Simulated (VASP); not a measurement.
Wanted: the native input for a VASP 6.6.1 run.

| Property | Result |
| --- | --- |
| Task | single point |
| Functional | PBEsol |
| Potentials or basis | VASP PAW PBE potentials, release 64 (Pd) |
| Cutoff | 520 eV |
| k mesh | 12 × 12 × 18 |
| Occupations | gaussian, width 0.1 eV |
| Spin | no spin polarisation |
| Dipole correction | no |
| Further INCAR settings | ALGO = Fast; EDIFF = 1e-06; NBANDS = 22 |

The structure of Pd lies in POSCAR:

```
Pd
1.0
    4.4270915395      0.0000000000      0.0000000000
   -2.2135457697      3.8339737381      0.0000000000
    0.0000000000      0.0000000000      2.6295096322
Pd
3
Direct
    0.0000000000      0.0000000000      0.0000000000
    0.3333333333      0.6666666667      0.5000000000
    0.6666666667      0.3333333333      0.5000000000
```

The input as run:

INCAR

```
SYSTEM = Pd
PREC = Accurate ; ENCUT = 520
EDIFF = 1E-6 ; ISMEAR = 0
SIGMA = 0.1 ; LREAL = .FALSE.
LASPH = .TRUE. ; NELM = 80
ALGO = Fast ; ISIF = 2
LWAVE = .FALSE. ; LCHARG = .FALSE.
GGA = PS ; NBANDS = 22
```

KPOINTS

```
Automatic mesh
0
G
  12 12 18
  0 0 0
```

Potentials or basis: VASP PAW PBE potentials, release 64 (Pd).

Launch:

```bash
$ cat potpaw_PBE.64/Pd/POTCAR > POTCAR
$ mpirun -np 1 vasp_std > vasp.out
```

Results of the run:

| Quantity | Value |
| --- | --- |
| Pressure | -0.4 GPa |
| Band gap on the k mesh | zero (band 15 reaches 10.24 eV, above the bottom of band 16 at 9.26 eV) |

Caveat: the PAW data sets were made with another functional, which shifts forces and pressure a little.

It took 60 s on 1 thread of Intel(R) Xeon(R) 6975P-C (Granite Rapids), with other jobs on the host, peak memory 0.27 GiB.
